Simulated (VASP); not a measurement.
Set up this calculation in VASP 6.6.1, as the native input.

```yaml
Task: single point
Functional: PBE
Potentials_or_basis: VASP PAW PBE potentials, release 64 (Ga_d, N)
Cutoff: 520 eV
k_mesh: 10 × 10 × 10
Occupations: gaussian, width 0.05 eV
Spin: no spin polarisation
Dipole_correction: no
Further_INCAR_settings: ALGO = Normal; EDIFF = 1e-06; NBANDS = 16
```

The structure of GaN lies in POSCAR:

```
GaN
1.0
    0.0000000000      2.1408255771      2.1408255771
    2.1408255771      0.0000000000      2.1408255771
    2.1408255771      2.1408255771      0.0000000000
Ga N
1 1
Direct
    0.0000000000      0.0000000000      0.0000000000
    0.7500000000      0.7500000000      0.7500000000
```

This cell differs from its parent crystal: strain -0.050 along x and y, -0.050 along z.

These files were run (other wordings do the same):

INCAR

```
SYSTEM = GaN
  PREC = Accurate
  ENCUT = 520
  EDIFF = 1E-6
  ISMEAR = 0
  SIGMA = 0.05
  LREAL = .FALSE.
  LASPH = .TRUE.
  NELM = 60
  ALGO = Normal
  ISIF = 2
  LWAVE = .FALSE.
  LCHARG = .TRUE.
  GGA = PE
  LELF = .TRUE.
  LVHAR = .TRUE.
  NBANDS = 16
```

KPOINTS

```
Automatic mesh
0
G
  10 10 10
  0 0 0
```

Potentials or basis: VASP PAW PBE potentials, release 64 (Ga_d, N).

The run is started by

```console
$ cat potpaw_PBE.64/Ga_d/POTCAR potpaw_PBE.64/N/POTCAR > POTCAR
$ mpirun -np 1 vasp_std > vasp.out
```

It gave:

The pressure is 46.1 GPa. The band gap on the k mesh is 2.71 eV, direct.

Caveat: the cell differs from its parent crystal (strain -0.050 along x and y, -0.050 along z).

It took 19 s on 1 thread of Intel Xeon 8259CL (shared host), peak memory 0.15 GiB.
